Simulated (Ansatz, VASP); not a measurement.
## One calculation of BN, two programs

File POSCAR:

```
BN
1.0
    1.8048137541     -1.8048137541      0.0000000000
    1.8048137541      0.0000000000     -1.8048137541
    8.9513058240      8.9513058240      8.9513058240
B N
6 6
Direct
    1.0000000000      0.0000000000      0.3192138881
    0.3333333333      0.3333333333      0.1847967211
    0.6666666667      0.6666666667      0.4536310550
    1.0000000000      1.0000000000      0.7224653889
    0.3333333333      0.3333333333      0.5880482220
    0.6666666667      0.6666666667      0.0503795542
    0.6666666667      0.6666666667      0.3528181798
    0.0000000000      0.0000000000      0.2184010129
    0.3333333333      0.3333333333      0.4872353468
    0.6666666667      0.6666666667      0.7560696807
    0.0000000000      0.0000000000      0.6216525137
    0.3333333333      0.3333333333      0.0839838459
```

Contents of INCAR.step1:

```
SYSTEM = BN
PREC = Accurate
ENCUT = 520
ISMEAR = 0
SIGMA = 0.05
LREAL = .FALSE.
LASPH = .TRUE.
NELM = 60
NBANDS = 36
GGA = PE
ALGO = Normal
EDIFF = 1E-4
LWAVE = .TRUE.
LCHARG = .FALSE.
```

Contents of INCAR.step2:

```
SYSTEM = BN
PREC = Accurate
ENCUT = 520
EDIFF = 1E-7
ISMEAR = 0
SIGMA = 0.05
LREAL = .FALSE.
LASPH = .TRUE.
NELM = 60
ALGO = Normal
ISIF = 2
LWAVE = .FALSE.
LCHARG = .FALSE.
METAGGA = R2SCAN
LMIXTAU = .TRUE.
NBANDS = 36
ISTART = 1
```

File KPOINTS:

```
Automatic mesh
0
G
  10 10 2
  0 0 0
```

Input for Ansatz:

```yaml
crystal:
  lattice:
    - [1.8048137541, -1.8048137541, 0.0]
    - [1.8048137541, 0.0, -1.8048137541]
    - [8.951305824, 8.951305824, 8.951305824]
  atoms:
    - { symbol: B, position: [1.0, 0.0, 0.3192138881] }
    - { symbol: B, position: [0.3333333333, 0.3333333333, 0.1847967211] }
    - { symbol: B, position: [0.6666666667, 0.6666666667, 0.453631055] }
    - { symbol: B, position: [1.0, 1.0, 0.7224653889] }
    - { symbol: B, position: [0.3333333333, 0.3333333333, 0.588048222] }
    - { symbol: B, position: [0.6666666667, 0.6666666667, 0.0503795542] }
    - { symbol: "N", position: [0.6666666667, 0.6666666667, 0.3528181798] }
    - { symbol: "N", position: [0.0, 0.0, 0.2184010129] }
    - { symbol: "N", position: [0.3333333333, 0.3333333333, 0.4872353468] }
    - { symbol: "N", position: [0.6666666667, 0.6666666667, 0.7560696807] }
    - { symbol: "N", position: [0.0, 0.0, 0.6216525137] }
    - { symbol: "N", position: [0.3333333333, 0.3333333333, 0.0839838459] }
basis:
  ecutwfc: 500
kpoints:
  mp_grid: { grid: [10, 10, 2] }
hamiltonian:
  xc: r2scan
scf:
  occupations: { method: gaussian, width: 0.05 }
output:
  forces: true
  stress: true
  eigenvalues: true
```

Alike in both runs: task single point; functional r2SCAN; k mesh 10 × 10 × 2; occupations gaussian, width 0.05 eV; no spin polarisation.

|  | VASP | Ansatz |
| --- | --- | --- |
| version | VASP 6.6.1 | Ansatz 0.2.0 |
| potentials or method | VASP PAW PBE potentials, release 64 (B, N), cutoff 520 eV | scalar-relativistic, plane waves, PAW |
| valence electrons in the cell | 48 | 48 |

VASP gave:

* gap on the k mesh at the Fermi level (eV): none
* pressure (GPa): -2.3
* traceless stress, the component that is largest in VASP (GPa): 1.50
* rms of the force components (eV/Å): 0.867

Q: What did Ansatz give for the same quantities?

A: gap on the k mesh at the Fermi level (eV): none; pressure (GPa): -3.1; traceless stress, the component that is largest in VASP (GPa): 1.56; rms of the force components (eV/Å): 0.866.

VASP's potentials were made for PBE, not for r2SCAN. Atom by atom the forces differ by 0.010 eV/Å (rms over components). A gap of «none» marks a metal or a gap that the smearing closes. The functional is the same, so the differences come from potentials, cutoffs and numerics.
